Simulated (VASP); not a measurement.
# Rh (Fm-3m) in VASP: a series of runs

The runs below take Rh through single point, relaxation of cell and atoms, with LDA.

All numbers are computed with VASP 6.6.1; they aren't measurements. Logs are shortened: lines on timing, memory, paths and dates and some standing lists are left out, and cuts for length are marked.

### 1 The cell of the first run

Symmetry: Fm-3m, No. 225, cubic system. Conventional cell: a = 3.755 Å, b = 3.755 Å, c = 3.755 Å, α = 90.00°, β = 90.00°, γ = 90.00°. Within 3.5 Å of Rh (site symmetry m-3m) lie 12 Rh at 2.65 Å.

### 2 Single point, LDA

File INCAR:

```
SYSTEM = Rh
ALGO = Normal
EDIFF = 1E-7
ENCUT = 520
ISIF = 2
ISMEAR = -1
LASPH = .TRUE.
LCHARG = .FALSE.
LREAL = .FALSE.
LWAVE = .FALSE.
NBANDS = 14
NELM = 100
PREC = Accurate
SIGMA = 0.08
```

File KPOINTS:

```
k-points
0
G
  24 24 24
  0 0 0
```

File POSCAR:

```
Rh
1.0
    0.0000000000      1.8773110582      1.8773110582
    1.8773110582      0.0000000000      1.8773110582
    1.8773110582      1.8773110582      0.0000000000
Rh
1
Direct
    0.0000000000      0.0000000000      0.0000000000
```

Potentials or basis: VASP PAW LDA potentials, release 64 (Rh_pv).

Run with:

```console
$ cat potpaw_LDA.64/Rh_pv/POTCAR > POTCAR
$ mpirun -np 1 vasp_std > vasp.out
```

OUTCAR:

```text
SYSTEM = Rh
   EDIFF = 1E-7
   ENCUT = 520
   ISIF = 2
   ISMEAR = -1
   LASPH = .TRUE.
   LREAL = .FALSE.
   NELM = 100
   PREC = Accurate

 ion  position               nearest neighbor table
   1  0.000  0.000  0.000-

  LATTYP: Found a face centered cubic cell.
 ALAT       =     3.7546221164

  Lattice vectors:

 A1 = (   0.0000000000,   1.8773110582,   1.8773110582)
 A2 = (   1.8773110582,   0.0000000000,   1.8773110582)
 A3 = (   1.8773110582,   1.8773110582,   0.0000000000)

Analysis of symmetry for initial positions (statically):
=====================================================================
 Subroutine PRICEL returns:
 Original cell was already a primitive cell.

 Routine SETGRP: Setting up the symmetry group for a
 face centered cubic supercell.

 Subroutine GETGRP returns: Found 48 space group operations
 (whereof 48 operations were pure point group operations)
 out of a pool of 48 trial point group operations.

The static configuration has the point symmetry O_h .

Analysis of symmetry for dynamics (positions and initial velocities):
=====================================================================
 Subroutine PRICEL returns:
 Original cell was already a primitive cell.

 Routine SETGRP: Setting up the symmetry group for a
 face centered cubic supercell.

 Subroutine GETGRP returns: Found 48 space group operations
 (whereof 48 operations were pure point group operations)
 out of a pool of 48 trial point group operations.

The dynamic configuration has the point symmetry O_h .

 Subroutine INISYM returns: Found 48 space group operations
 (whereof 48 operations are pure point group operations),
 and found     1 'primitive' translations

----------------------------------------------------------------------------------------

                                     Primitive cell

  volume of cell :      13.2324

  direct lattice vectors                    reciprocal lattice vectors
     0.000000000  1.877311058  1.877311058    -0.266338387  0.266338387  0.266338387
     1.877311058  0.000000000  1.877311058     0.266338387 -0.266338387  0.266338387
     1.877311058  1.877311058  0.000000000     0.266338387  0.266338387 -0.266338387

  length of vectors
     2.654918759  2.654918759  2.654918759     0.461311619  0.461311619  0.461311619

  position of ions in fractional coordinates (direct lattice)
     0.000000000  0.000000000  0.000000000

  ion indices of the primitive-cell ions
   primitive index   ion index
                 1           1

----------------------------------------------------------------------------------------

 KPOINTS: k-points

Automatic generation of k-mesh.
 Grid dimensions read from file:
 generate k-points for:   24   24   24

 Generating k-lattice:

  Cartesian coordinates                     Fractional coordinates (reciprocal lattice)
    -0.011097433  0.011097433  0.011097433     0.041666667  0.000000000  0.000000000
     0.011097433 -0.011097433  0.011097433     0.000000000  0.041666667  0.000000000
     0.011097433  0.011097433 -0.011097433     0.000000000  0.000000000  0.041666667

  Length of vectors
     0.019221317  0.019221317  0.019221317

  Shift w.r.t. Gamma in fractional coordinates (k-lattice)
     0.000000000  0.000000000  0.000000000

 Subroutine IBZKPT returns following result:
 ===========================================

 Found    413 irreducible k-points:

 Following reciprocal coordinates:
            Coordinates               Weight
  0.000000  0.000000  0.000000      1.000000
  0.041667  0.000000  0.000000      8.000000
  0.083333  0.000000  0.000000      8.000000
  0.125000  0.000000  0.000000      8.000000
  0.166667  0.000000  0.000000      8.000000
  0.208333  0.000000  0.000000      8.000000
[... 16 lines left out ...]
  0.416667  0.041667  0.000000     24.000000
  0.458333  0.041667  0.000000     24.000000
 [... further k-points ...]
   k-points           NKPTS =    413   k-points in BZ     NKDIM =    413   number of bands    NBANDS=     14
   number of dos      NEDOS =    301   number of ions     NIONS =      1
   total plane-waves  NPLWV =   8000
   dimension x,y,z NGX =    20 NGY =   20 NGZ =   20
   dimension x,y,z NGXF=    40 NGYF=   40 NGZF=   40
   ions per type =               1
   NGX,Y,Z   is equivalent  to a cutoff of  12.52, 12.52, 12.52 a.u.
   NGXF,Y,Z  is equivalent  to a cutoff of  25.05, 25.05, 25.05 a.u.
 SYSTEM =  Rh
   PREC   = accura    normal or accurate (medium, high low for compatibility)
   ISTART =      0    job   : 0-new  1-cont  2-samecut
   ICHARG =      2    charge: 1-file 2-atom 10-const
   ISPIN  =      1    spin polarized calculation?
   LNONCOLLINEAR =      F non collinear calculations
   LSORBIT =      F    spin-orbit coupling
   LASPH  =      T    aspherical Exc in radial PAW
   ENCUT  =  520.0 eV  38.22 Ry    6.18 a.u.   4.94  4.94  4.94*2*pi/ulx,y,z
   NELM   =    100;   NELMIN=  2; NELMDL= -5     # of ELM steps
   EDIFF  = 0.1E-06   stopping-criterion for ELM
   LREAL  =      F    real-space projection
   EDIFFG = 0.1E-05   stopping-criterion for IOM
   NSW    =      0    number of steps for IOM
   IBRION =     -1    ionic relax: 0-MD 1-quasi-New 2-CG
   NFREE  =      0    steps in history (QN), initial steepest desc. (CG)
   ISIF   =      2    stress and relaxation
   ISYM   =      2    0-nonsym 1-usesym 2-fastsym
   POTIM  = 0.5000    time-step for ionic-motion
   TEBEG  =    0.0;   TEEND  =   0.0 temperature during run
   PSTRESS=    0.0 pullay stress
   NELECT =      15.0000    total number of electrons
   NUPDOWN=      -1.0000    fix difference up-down
   EMIN   =  10.00;   EMAX   =-10.00  energy-range for DOS
   EFERMI =   0.00;   METHOD = LEGACY
   ISMEAR =    -1;   SIGMA  =   0.08  broadening in eV -4-tet -1-fermi 0-gaus
   EFERMI_NEDOS =   21; number of points for ismear=-14 and -15
   IALGO  =     38    algorithm
   IMIX   =      4    mixing-type and parameters
     AMIX     =   0.40;   BMIX     =  1.00
     AMIX_MAG =   1.60;   BMIX_MAG =  1.00
  volume/ion in A,a.u.               =      13.23        89.30
  Fermi-wavevector in a.u.,A,eV,Ry     =   1.706969  3.225704 39.643891  2.913744
  Thomas-Fermi vector in A             =   2.785908
   LORBIT       =      0    0 simple, 1 ext, 2 COOP (PROOUT), +10 PAW based schemes
   GGA     = CA    functional components
   LHFCALC =     F    Hartree Fock is set to
   AEXX    =    0.0000 exact exchange contribution
   IVDW    =     0    specifies the selected vdW correction
   LEPSILON=     F    determine dielectric tensor
   LRPA    =     F    only Hartree local field effects (RPA)
 non-spin polarized calculation
  energy-cutoff  :      520.00
  volume of cell :       13.23
 maximum number of plane-waves:       368
   NGX =  9   NGY =  9   NGZ =  9

 number of electron      15.0000002 magnetization

 Free energy of the ion-electron system (eV)
  ---------------------------------------------------
  ext. energy  EPLUGINS =         0.00000000
  ---------------------------------------------------
  free energy    TOTEN  =        -8.69676827 eV

  energy without entropy =       -8.67131536  energy(sigma->0) =       -8.68404182

 E-fermi :  12.4267     XC(G=0): -14.5972

 val. band max:       12.4247582753   @ k =  -0.4167   0.4583   0.0833
 cond. band min:      12.4293589403   @ k =   0.4167   0.3750   0.0000
 fundamental gap:      0.0046006651
 Fermi energy:        12.4267161689

 k-point     1 :       0.0000    0.0000    0.0000
  band No.  band energies     occupation
      1     -33.8000      2.00000
      2     -33.8000      2.00000
      3     -33.8000      2.00000
      4       4.1190      2.00000
      5       9.1327      2.00000
      6       9.1327      2.00000
      7       9.1327      2.00000
      8      11.3895      2.00000
      9      11.3895      2.00000
     10      28.3433      0.00000
     11      32.6702      0.00000
     12      33.9694      0.00000
     13      33.9694      0.00000
     14      33.9694      0.00000

 k-point     2 :       0.0417    0.0000    0.0000
  band No.  band energies     occupation
      1     -33.8151      2.00000
      2     -33.8020      2.00000
      3     -33.8020      2.00000
      4       4.1923      2.00000
      5       9.0985      2.00000
      6       9.1623      2.00000
      7       9.1623      2.00000
      8      11.3719      2.00000
      9      11.3719      2.00000
     10      28.4552      0.00000
     11      32.6698      0.00000
     12      33.5601      0.00000
     13      34.0800      0.00000
     14      34.0800      0.00000

 k-point     3 :       0.0833    0.0000    0.0000
  band No.  band energies     occupation
      1     -33.8592      2.00000
      2     -33.8079      2.00000
      3     -33.8079      2.00000
      4       4.4069      2.00000
      5       9.0056      2.00000
      6       9.2452      2.00000
      7       9.2452      2.00000
      8      11.3271      2.00000
      9      11.3271      2.00000
     10      28.7727      0.00000
     11      32.5846      0.00000
     12      32.6857      0.00000
     13      34.4061      0.00000
     14      34.4061      0.00000

 k-point     4 :       0.1250    0.0000    0.0000
  band No.  band energies     occupation
      1     -33.9290      2.00000
      2     -33.8173      2.00000
      3     -33.8173      2.00000
      4       4.7444      2.00000
      5       8.8831      2.00000
      6       9.3613      2.00000
      7       9.3613      2.00000
      8      11.2795      2.00000
      9      11.2795      2.00000
     10      29.2372      0.00000
     11      31.4365      0.00000
     12      32.6723      0.00000
     13      34.9304      0.00000
     14      34.9304      0.00000

 k-point     5 :       0.1667    0.0000    0.0000
  band No.  band energies     occupation
      1     -34.0193      2.00000
      2     -33.8295      2.00000
      3     -33.8295      2.00000
      4       5.1667      2.00000
      5       8.7829      2.00000
      6       9.4741      2.00000
      7       9.4741      2.00000
      8      11.2712      2.00000
      9      11.2712      2.00000
     10      29.7280      0.00000
     11      30.2348      0.00000
[... 276 lines left out ...]
 k-point    22 :       0.3750    0.0417    0.0000
  band No.  band energies     occupation
      1     -34.5012      2.00000
      2     -33.9066      2.00000
      3     -33.8979      2.00000
      4       6.1490      2.00000
      5       9.2035      2.00000
      6       9.3248      2.00000
      7      10.6320      2.00000
      8      12.5210      0.47078
      9      12.5890      0.23235
     10      24.3045      0.00000
     11      28.8974      0.00000
     12      32.6713      0.00000
     13      34.9637      0.00000
     14      35.8871      0.00000

 k-point    23 :       0.4167    0.0417    0.0000
  band No.  band energies     occupation
      1     -34.5730      2.00000
      2     -33.9149      2.00000
      3     -33.9104      2.00000
      4       6.0796      2.00000
      5       9.1027      2.00000
      6       9.2252      2.00000
      7      11.3816      2.00000
      8      12.8485      0.01021
      9      13.0484      0.00084
     10      23.0344      0.00000
     11      28.4368      0.00000
     12      32.6714      0.00000
     13      34.3200      0.00000
     14      34.9311      0.00000

 k-point    24 :       0.4583    0.0417    0.0000
  band No.  band energies     occupation
      1     -34.6218      2.00000
      2     -33.9200      2.00000
      3     -33.9195      2.00000
      4       6.0200      2.00000
      5       9.0349      2.00000
      6       9.1508      2.00000
      7      11.9418      1.99535
      8      13.0147      0.00128
      9      13.5708      0.00000
     10      22.0018      0.00000
     11      28.1277      0.00000
     12      32.6714      0.00000
     13      33.9169      0.00000
     14      34.2088      0.00000

 [... further k-points ...]

------------------------ aborting loop because EDIFF is reached ----------------------------------------

  FORCE on cell =-STRESS in cart. coord.  units (eV):
  Direction    XX          YY          ZZ          XY          YZ          ZX
  --------------------------------------------------------------------------------------
  -------------------------------------------------------------------------------------
  Total        0.0718409      0.0718409      0.0718409      0.0000000      0.0000000      0.0000000
  in kB        8.6984813      8.6984813      8.6984813      0.0000000      0.0000000      0.0000000
  external PRESSURE =       8.6984813 kB  Pullay stress =       0.0000000 kB

 VOLUME and BASIS-vectors are now :
 -----------------------------------------------------------------------------
  energy-cutoff  :      520.00
  volume of cell :       13.23
      direct lattice vectors                 reciprocal lattice vectors
     0.000000000  1.877311058  1.877311058    -0.266338387  0.266338387  0.266338387
     1.877311058  0.000000000  1.877311058     0.266338387 -0.266338387  0.266338387
     1.877311058  1.877311058  0.000000000     0.266338387  0.266338387 -0.266338387

 POSITION                                       TOTAL-FORCE (eV/Angst)
 -----------------------------------------------------------------------------------
      0.00000      0.00000      0.00000         0.000000      0.000000      0.000000
 -----------------------------------------------------------------------------------
    total drift:                                0.000000      0.000000      0.000000

  FREE ENERGIE OF THE ION-ELECTRON SYSTEM (eV)
  ---------------------------------------------------
  free  energy   TOTEN  =        -8.6967682715 eV

  energy  without entropy=       -8.6713153602  energy(sigma->0) =       -8.68404182
```

It took 51 s on 1 thread of Intel Xeon Platinum 8488C (Sapphire Rapids), shared host; peak memory 0.18 GiB.

Results:

```
Free energy : -8.6968 eV
Pressure    : 0.9 GPa
```

### 3 Relaxation of cell and atoms, LDA

This run uses another cell than the first one, of 13.67 Å³/atom, 1.033 times its volume.

File INCAR:

```
SYSTEM = Rh
ALGO = Normal
EDIFF = 1E-7
EDIFFG = -0.002
ENCUT = 600
IBRION = 2
ISIF = 3
ISMEAR = -1
LASPH = .True.
LCHARG = .False.
LREAL = .False.
LWAVE = .False.
NELM = 60
NSW = 100
PREC = Accurate
SIGMA = 0.08
```

File KPOINTS:

```
k-points
0
Gamma
  24 24 24
  0 0 0
```

File POSCAR:

```
Rh
1.0
    0.0000000000      1.8978500000      1.8978500000
    1.8978500000      0.0000000000      1.8978500000
    1.8978500000      1.8978500000      0.0000000000
Rh
1
Direct
    0.0000000000      0.0000000000      0.0000000000
```

Potentials or basis: VASP PAW LDA potentials, release 64 (Rh_pv).

Run with:

```console
$ cat potpaw_LDA.64/Rh_pv/POTCAR > POTCAR
$ mpirun -np 1 vasp_std > vasp.out
```

Run time: 3.2 min. Hardware: 1 thread of Intel Xeon Platinum 8488C (Sapphire Rapids), shared host; peak memory 0.21 GiB.

The run converged. Its results:

```
Free energy                            : -8.6973 eV
Relaxed volume                         : 13.26 Å³/atom
Relaxed cell                           : a = 2.657 Å, b = 2.657 Å, c = 2.657 Å, α = 60.00°, β = 60.00°, γ = 60.00°
Space group after relaxing (to 0.05 Å) : Fm-3m (No. 225)
Energy gained by relaxing              : 11.6 meV/atom
Ionic steps                            : 7
Pressure after relaxing                : 0.0 GPa
```

Step by step:
| step | energy change (eV) | largest force (eV/Å) | pressure (GPa) | volume (Å³) |
| --- | --- | --- | --- | --- |
| 1 | 0.0000 | 0.0000 | -8.85 | 13.67 |
| 2 | 0.0820 | 0.0000 | 31.51 | 12.23 |
| 3 | -0.0116 | 0.0000 | -0.28 | 13.28 |
| 4 | -0.0116 | 0.0000 | -0.06 | 13.27 |
| 5 | -0.0116 | 0.0000 | 0.13 | 13.26 |
| 6 | -0.0116 | 0.0000 | -0.29 | 13.28 |
| 7 | -0.0116 | 0.0000 | 0.00 | 13.26 |

Final structure:
```cif
data_structure
_symmetry_space_group_name_H-M 'P 1'
_symmetry_Int_Tables_number 1
_cell_length_a 2.6571
_cell_length_b 2.6571
_cell_length_c 2.6571
_cell_angle_alpha 60.000
_cell_angle_beta 60.000
_cell_angle_gamma 60.000
_cell_volume 13.26
loop_
_atom_site_label
_atom_site_type_symbol
_atom_site_fract_x
_atom_site_fract_y
_atom_site_fract_z
_atom_site_occupancy
Rh1 Rh 0.00000 0.00000 0.00000 1
```

Levels at points of the mesh, in eV from the Fermi level:
```tsv
k point	band 5	band 6	band 7	band 8	band 9	band 10
(0.00, 0.00, 0.00)	-3.28	-3.28	-3.28	-1.03	-1.03	15.92
(0.50, 0.00, 0.00)	-3.36	-3.36	0.63	0.63	0.66	8.97
(0.50, 0.50, 0.00)	-6.31	0.61	1.06	1.06	3.26	12.72
```

LDA usually gives volumes a few per cent too small. Zero-point motion and thermal expansion aren't in these numbers.
